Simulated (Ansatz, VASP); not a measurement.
**WS in VASP and in Ansatz**

```
W S
1.0
     1.46875   -6.72445    0.00000
     1.46875    6.72445    0.00000
     0.00000    0.00000    4.00971
W S
2 2
Direct
  0.80031 0.19969 0.75000
  0.19969 0.80031 0.25000
  0.63192 0.36808 0.75000
  0.36808 0.63192 0.25000
```

Alike in both runs: functional PBE; k mesh 6 × 6 × 4; occupations gaussian, width 0.1 eV; no spin polarisation.

Ansatz relaxed the structure, and its values are those at the end. VASP's run is a single point on that final structure, the one shown.

```csv
,VASP,Ansatz
version,VASP 6.6.1,Ansatz 0.2.0
potentials or method,"VASP PAW PBE potentials, release 64 (W_sv, S), cutoff 520 eV","scalar-relativistic, plane waves, PAW"
valence electrons in the cell,40,40
```

```csv
,VASP,Ansatz,Ansatz less VASP
gap on the k mesh at the Fermi level (eV),none,none,-
pressure (GPa),0.0,-0.1,-0.14
rms of the force components (eV/Å),0.008,0.005,-0.0030
```

A gap of «none» marks a metal or a gap that the smearing closes. The functional is the same, so the differences come from potentials, cutoffs and numerics.

The k mesh is coarse, so the values compare programs but aren't converged. Neither program's run includes spin-orbit coupling.
